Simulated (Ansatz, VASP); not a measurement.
Given: the input of a run of Ansatz 0.2.0 on Ge.

File input.yaml:

```yaml
crystal:
  lattice:
    - [-2.6083684688, 2.6083684688, 1.4158017605]
    - [2.6083684688, -2.6083684688, 1.4158017605]
    - [2.6083684688, 2.6083684688, -1.4158017605]
  atoms:
    - { symbol: Ge, position: [0.5, 0.5, 0.0] }
    - { symbol: Ge, position: [0.25, 0.75, 0.5] }
kpoints:
  mp_grid: { grid: [11, 11, 11] }
scf:
  occupations: { method: fermi_dirac, width: 0.05 }
hamiltonian:
  xc: pbesol
  pseudopotentials: { kind: all_electron, lapw: { basis_error: 0.0005 } }
output:
  forces: true
  stress: true
  eigenvalues: true
```

Potentials or basis: all-electron LAPW, scalar-relativistic.

The run is started by

```bash
$ ansatz run input.yaml --threads 1 --pin off --max-ram 3072MiB --backend cpu --events-out ev --progress --plain --runs-dir out
```

Q: Translate it to VASP 6.6.1. Potentials there: VASP PAW PBE potentials, release 64 (Ge_d).

A: As run (the cutoff follows the program's own potentials):

The input INCAR:

```
SYSTEM = Ge
PREC = Accurate
ENCUT = 520
EDIFF = 1E-7
ISMEAR = -1
SIGMA = 0.05
LREAL = .FALSE.
LASPH = .TRUE.
NELM = 100
ALGO = Normal
ISIF = 2
LWAVE = .FALSE.
LCHARG = .FALSE.
GGA = PS
NBANDS = 21
```

The input KPOINTS:

```
Automatic mesh
0
G
  11 11 11
  0 0 0
```

File POSCAR:

```
Ge
1.0
   -2.6083684688      2.6083684688      1.4158017605
    2.6083684688     -2.6083684688      1.4158017605
    2.6083684688      2.6083684688     -1.4158017605
Ge
2
Direct
    0.5000000000      0.5000000000      0.0000000000
    0.2500000000      0.7500000000      0.5000000000
```

Potentials or basis: VASP PAW PBE potentials, release 64 (Ge_d).

Run with:

```console
$ cat potpaw_PBE.64/Ge_d/POTCAR > POTCAR
$ mpirun -np 1 vasp_std > vasp.out
```

Both were run:

|  | VASP | Ansatz | Ansatz less VASP |
| --- | --- | --- | --- |
| gap on the k mesh at the Fermi level (eV) | none | none | - |
| pressure (GPa) | -3.3 | -3.3 | +0.03 |
| traceless stress, the component that is largest in VASP (GPa) | -0.24 | -0.25 | -0.011 |

VASP's potentials were made for PBE, not for PBEsol. A gap of «none» marks a metal or a gap that the smearing closes. Ansatz ran all-electron here, and VASP with PAW potentials.
